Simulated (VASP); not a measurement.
Here is a VASP 6.6.1 calculation.

INCAR

```
SYSTEM = InAs
PREC     = Accurate       ! precision mode
ENCUT    = 520            ! plane-wave cutoff, eV
EDIFF    = 1E-7           ! SCF threshold, eV
ISMEAR   = 0              ! smearing method
SIGMA    = 0.1            ! smearing width, eV
LREAL    = .False.        ! projectors in reciprocal space
LASPH    = .True.         ! aspherical terms in the spheres
NELM     = 60             ! most SCF steps
ALGO     = Normal         ! electronic algorithm
ISIF     = 2              ! what is computed and relaxed
LWAVE    = .False.        ! write WAVECAR
LCHARG   = .False.        ! write CHGCAR
GGA      = PS             ! functional
ISYM     = 0            
NBANDS   = 16             ! bands
```

File KPOINTS:

```
Automatic mesh
0
Gamma
  6 5 25
  0 0 0
```

The input POSCAR:

```
InAs
1.0
    6.0874659232      0.0000000000      0.0000000000
   -3.0437329616      6.8059938075      0.0000000000
    3.0437329616      2.7223975230      1.3611987615
In As
1 1
Direct
    0.0000000000      0.0000000000      0.0000000000
    0.7500000000      0.5000000000      0.5000000000
```

Potentials or basis: VASP PAW PBE potentials, release 64 (In_d, As).

Run with:

```bash
$ cat potpaw_PBE.64/In_d/POTCAR potpaw_PBE.64/As/POTCAR > POTCAR
$ mpirun -np 1 vasp_std > vasp.out
```

**Question.** What does it give for the band gap on the k mesh?

**Answer.** Zero (filled and empty bands touch).

**Question.** What does it give for the pressure?

**Answer.** 0.1 GPa.

Caveat: the k points lie up to 0.57 Å⁻¹ apart; the PAW data sets were made with another functional, which shifts forces and pressure a little; spin-orbit coupling is left out, which moves the levels of the heavy elements.
